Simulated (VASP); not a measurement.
# Sb (R-3m) in VASP: electric field gradients with r2SCAN

Aim: the electric field gradients of Sb with r2SCAN.

Everything below comes from runs of VASP 6.6.1. Logs are shortened: lines on timing, memory, paths and dates and some standing lists are left out, and cuts for length are marked.

## Step 1: The cell of the first run

It takes space group R-3m (No. 166, trigonal). Conventional cell: a = 4.308 Å, b = 4.308 Å, c = 11.274 Å, α = 90.00°, β = 90.00°, γ = 120.00°. Sb (site symmetry 3m) has 6 Sb at 2.91 to 3.35 Å within 3.8 Å.

## Step 2: Electric field gradients, r2SCAN

The input, POSCAR:

```
Sb
1.0
    4.3084000000      2.4874558998      7.5160000000
   -4.3084000000      2.4874558998      7.5160000000
    0.0000000000     -4.9749117996      7.5160000000
Sb
16
Direct
    0.1167450000      0.1167450000      0.1167450000
    0.1167450000      0.1167450000      0.6167450000
    0.1167450000      0.6167450000      0.1167450000
    0.1167450000      0.6167450000      0.6167450000
    0.6167450000      0.1167450000      0.1167450000
    0.6167450000      0.1167450000      0.6167450000
    0.6167450000      0.6167450000      0.1167450000
    0.6167450000      0.6167450000      0.6167450000
    0.3832550000      0.3832550000      0.3832550000
    0.3832550000      0.3832550000      0.8832550000
    0.3832550000      0.8832550000      0.3832550000
    0.3832550000      0.8832550000      0.8832550000
    0.8832550000      0.3832550000      0.3832550000
    0.8832550000      0.3832550000      0.8832550000
    0.8832550000      0.8832550000      0.3832550000
    0.8832550000      0.8832550000      0.8832550000
```

The input, INCAR.step1:

```
  ALGO = Normal
  EDIFF = 1E-4
  ENCUT = 520
  GGA = PE
  ISMEAR = -1
  LASPH = True
  LCHARG = False
  LREAL = Auto
  LWAVE = True
  NBANDS = 54
  NELM = 60
  PREC = Accurate
  SIGMA = 0.05
```

The input, INCAR.step2:

```
  ALGO = Normal
  EDIFF = 1E-8
  ENCUT = 520
  ISIF = 2
  ISMEAR = -1
  ISTART = 1
  LASPH = True
  LCHARG = False
  LEFG = True
  LMIXTAU = True
  LREAL = Auto
  LWAVE = False
  METAGGA = R2SCAN
  NBANDS = 54
  NELM = 60
  PREC = Accurate
  SIGMA = 0.05
```

The input, KPOINTS:

```
k-points
0
Gamma
  5 5 5
```

Potentials or basis: VASP PAW PBE potentials, release 64 (Sb).

On the command line:

```sh
$ cat potpaw_PBE.64/Sb/POTCAR > POTCAR
$ cp INCAR.step1 INCAR
$ mpirun -np 1 vasp_std > vasp.out
$ cp INCAR.step2 INCAR
$ mpirun -np 1 vasp_std > vasp.out
```

OUTCAR:

```text
EDIFF = 1E-8
   ENCUT = 520
   ISIF = 2
   ISMEAR = -1
   ISTART = 1
   LASPH = True
   LREAL = Auto
   METAGGA = R2SCAN
   NELM = 60
   PREC = Accurate

 ion  position               nearest neighbor table
   1  0.117  0.117  0.117-  12 2.91  14 2.91  15 2.91  11 3.35  13 3.35  10 3.35
   2  0.117  0.117  0.617-  11 2.91  13 2.91  16 2.91  14 3.35  12 3.35   9 3.35
   3  0.117  0.617  0.117-  10 2.91  16 2.91  13 2.91  15 3.35   9 3.35  12 3.35
   4  0.117  0.617  0.617-   9 2.91  15 2.91  14 2.91  10 3.35  16 3.35  11 3.35
   5  0.617  0.117  0.117-  10 2.91  16 2.91  11 2.91  15 3.35   9 3.35  14 3.35
   6  0.617  0.117  0.617-   9 2.91  15 2.91  12 2.91  10 3.35  16 3.35  13 3.35
[... 8 lines left out ...]
  15  0.883  0.883  0.383-   4 2.91   6 2.91   1 2.91   5 3.35   3 3.35   8 3.35
  16  0.883  0.883  0.883-   3 2.91   5 2.91   2 2.91   4 3.35   6 3.35   7 3.35
[... 7 lines left out ...]
 A1 = (   4.3084000000,   2.4874558998,   7.5160000000)
 A2 = (  -4.3084000000,   2.4874558998,   7.5160000000)
 A3 = (   0.0000000000,  -4.9749117996,   7.5160000000)

Analysis of symmetry for initial positions (statically):
=====================================================================
 Subroutine PRICEL returns following result:

  LATTYP: Found a trigonal (rhomboedric) cell.
 ALAT       =     4.5066618304
 COS(alpha) =     0.5430253624

  Lattice vectors:

 A1 = (   2.1542000000,   1.2437279499,   3.7580000000)
 A2 = (  -2.1542000000,   1.2437279499,   3.7580000000)
 A3 = (   0.0000000000,  -2.4874558998,   3.7580000000)

   8 primitive cells build up your supercell.

 Routine SETGRP: Setting up the symmetry group for a
 trigonal (rhombohedral) supercell.

 Subroutine GETGRP returns: Found 12 space group operations
 (whereof 12 operations were pure point group operations)
 out of a pool of 12 trial point group operations.

The static configuration has the point symmetry D_3d.

Analysis of symmetry for dynamics (positions and initial velocities):
=====================================================================
 Subroutine PRICEL returns following result:

  LATTYP: Found a trigonal (rhomboedric) cell.
 ALAT       =     4.5066618304
 COS(alpha) =     0.5430253624

  Lattice vectors:
[... 1210 lines left out ...]

  FORCE on cell =-STRESS in cart. coord.  units (eV):
  Direction    XX          YY          ZZ          XY          YZ          ZX
  --------------------------------------------------------------------------------------
  -------------------------------------------------------------------------------------
  Total        5.7354190      5.7354190      5.1212110      0.0000000      0.0000000     -0.0000000
  in kB       19.0136854     19.0136854     16.9775032      0.0000000      0.0000000     -0.0000000
  external PRESSURE =      18.3349580 kB  Pullay stress =       0.0000000 kB

 VOLUME and BASIS-vectors are now :
 -----------------------------------------------------------------------------
  energy-cutoff  :      520.00
  volume of cell :      483.29
      direct lattice vectors                 reciprocal lattice vectors
     4.308400000  2.487455900  7.516000000     0.116052363  0.067002863  0.044349831
    -4.308400000  2.487455900  7.516000000    -0.116052363  0.067002863  0.044349831
     0.000000000 -4.974911800  7.516000000     0.000000000 -0.134005726  0.044349831

 POSITION                                       TOTAL-FORCE (eV/Angst)
 -----------------------------------------------------------------------------------
      0.00000      0.00000      2.63237         0.000000      0.000000      0.079247
      0.00000     -2.48746      6.39037         0.000000      0.000000      0.079247
     -2.15420      1.24373      6.39037         0.000000      0.000000      0.079247
     -2.15420     -1.24373     10.14837         0.000000      0.000000      0.079247
      2.15420      1.24373      6.39037         0.000000     -0.000000      0.079247
      2.15420     -1.24373     10.14837         0.000000     -0.000000      0.079247
[... 8 lines left out ...]
      0.00000      2.48746     16.15763         0.000000      0.000000     -0.079247
      0.00000      0.00000     19.91563         0.000000     -0.000000     -0.079247
 -----------------------------------------------------------------------------------
    total drift:                                0.000000     -0.000000     -0.000000

  FREE ENERGIE OF THE ION-ELECTRON SYSTEM (eV)
  ---------------------------------------------------
  free  energy   TOTEN  =      -411.0802045546 eV

  energy  without entropy=     -411.0673991880  energy(sigma->0) =     -411.07380187

 Electric field gradients (V/A^2)
---------------------------------------------------------------------
 ion       V_xx      V_yy      V_zz      V_xy      V_xz      V_yz
---------------------------------------------------------------------
   1      28.962    28.962   -57.924    -0.000    -0.000    -0.000
   2      28.962    28.962   -57.924    -0.000    -0.000    -0.000
   3      28.962    28.962   -57.924    -0.000    -0.000    -0.000
   4      28.962    28.962   -57.924    -0.000     0.000    -0.000
   5      28.962    28.962   -57.924    -0.000    -0.000    -0.000
   6      28.962    28.962   -57.924    -0.000    -0.000    -0.000
[... 8 lines left out ...]
  15      28.962    28.962   -57.924    -0.000     0.000    -0.000
  16      28.962    28.962   -57.924    -0.000     0.000    -0.000
---------------------------------------------------------------------

 Electric field gradients after diagonalization (V/A^2)
 (convention: |V_zz| > |V_xx| > |V_yy|)
----------------------------------------------------------------------
 ion       V_xx      V_yy      V_zz     asymmetry (V_yy - V_xx)/ V_zz
----------------------------------------------------------------------
   1      28.962    28.962   -57.924       0.000
   2      28.962    28.962   -57.924       0.000
   3      28.962    28.962   -57.924       0.000
   4      28.962    28.962   -57.924       0.000
   5      28.962    28.962   -57.924       0.000
   6      28.962    28.962   -57.924       0.000
[... 8 lines left out ...]
  15      28.962    28.962   -57.924       0.000
  16      28.962    28.962   -57.924       0.000
----------------------------------------------------------------------

           NMR quadrupolar parameters

 Cq : quadrupolar parameter    Cq=e*Q*V_zz/h
 eta: asymmetry parameters     (V_yy - V_xx)/ V_zz
 Q  : nuclear electric quadrupole moment in mb (millibarn)
----------------------------------------------------------------------
 ion       Cq(MHz)       eta       Q (mb)
----------------------------------------------------------------------
   1      -0.140       0.000       1.000
   2      -0.140       0.000       1.000
   3      -0.140       0.000       1.000
   4      -0.140       0.000       1.000
   5      -0.140       0.000       1.000
   6      -0.140       0.000       1.000
[... 8 lines left out ...]
  15      -0.140       0.000       1.000
  16      -0.140       0.000       1.000
----------------------------------------------------------------------
```

Run time: 2 h. Hardware: 1 thread of Intel Xeon 8259CL, shared host; peak memory 0.95 GiB.

What came out:

- Free energy: -411.0802 eV
- Pressure: 1.8 GPa
- Largest force: 0.079 eV/Å
- Band gap on the k mesh: zero (bands 40 and 41 overlap by 0.11 eV)
- Largest electric field gradient by atom: Sb -57.9 V/Å²

Forces on the atoms (eV/Å):
```
Sb   0.000  0.000  0.079
Sb   0.000  0.000  0.079
Sb   0.000  0.000  0.079
Sb   0.000  0.000  0.079
Sb   0.000  0.000  0.079
Sb   0.000  0.000  0.079
Sb   0.000  0.000  0.079
Sb   0.000  0.000  0.079
Sb   0.000  0.000 -0.079
Sb   0.000  0.000 -0.079
Sb   0.000  0.000 -0.079
Sb   0.000  0.000 -0.079
Sb   0.000  0.000 -0.079
Sb   0.000  0.000 -0.079
Sb   0.000  0.000 -0.079
Sb   0.000  0.000 -0.079
```

Electric field gradients, principal values (V/Å²):
```
 atom   least  middle  greatest (by size)
 1 Sb  28.962  28.962             -57.924
 2 Sb  28.962  28.962             -57.924
 3 Sb  28.962  28.962             -57.924
 4 Sb  28.962  28.962             -57.924
 5 Sb  28.962  28.962             -57.924
 6 Sb  28.962  28.962             -57.924
 7 Sb  28.962  28.962             -57.924
 8 Sb  28.962  28.962             -57.924
 9 Sb  28.962  28.962             -57.924
10 Sb  28.962  28.962             -57.924
11 Sb  28.962  28.962             -57.924
12 Sb  28.962  28.962             -57.924
13 Sb  28.962  28.962             -57.924
14 Sb  28.962  28.962             -57.924
15 Sb  28.962  28.962             -57.924
16 Sb  28.962  28.962             -57.924
```

Caveat: without QUAD_EFG the Cq values of the log hold for a quadrupole moment of 1 mb, not for the nuclei; the PAW data sets were made with another functional, which shifts forces and pressure a little; spin-orbit coupling is left out, which moves the levels of the heavy elements.
